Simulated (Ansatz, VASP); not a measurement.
**HfB: VASP beside Ansatz**

```
Hf B
1.0
     0.00000    2.27878    2.27878
     2.27878    0.00000    2.27878
     2.27878    2.27878    0.00000
Hf B
1 1
Direct
  0.50000 0.50000 0.50000
  0.00000 0.00000 0.00000
```

Change from the starting cell: volume scaled by 0.96.

Alike in both runs: task single point; functional LDA; k mesh 15 × 15 × 15; occupations fermi-dirac, width 0.05 eV; no spin polarisation.

|  | VASP | Ansatz |
| --- | --- | --- |
| version | VASP 6.6.1 | Ansatz 0.2.0 |
| potentials or method | VASP PAW LDA potentials, release 64 (Hf_pv, B), cutoff 520 eV | all-electron LAPW, scalar-relativistic |

```tsv
	VASP	Ansatz	Ansatz less VASP
pressure (GPa)	31.7	29.5	-2.16
```

LDA's correlation is that of Perdew and Zunger in VASP and of Perdew and Wang (1992) in Ansatz. Both programs put the cell under a high pressure, so it lies far from rest at this level. Ansatz ran all-electron here, and VASP with PAW potentials.

Neither program's run includes spin-orbit coupling.
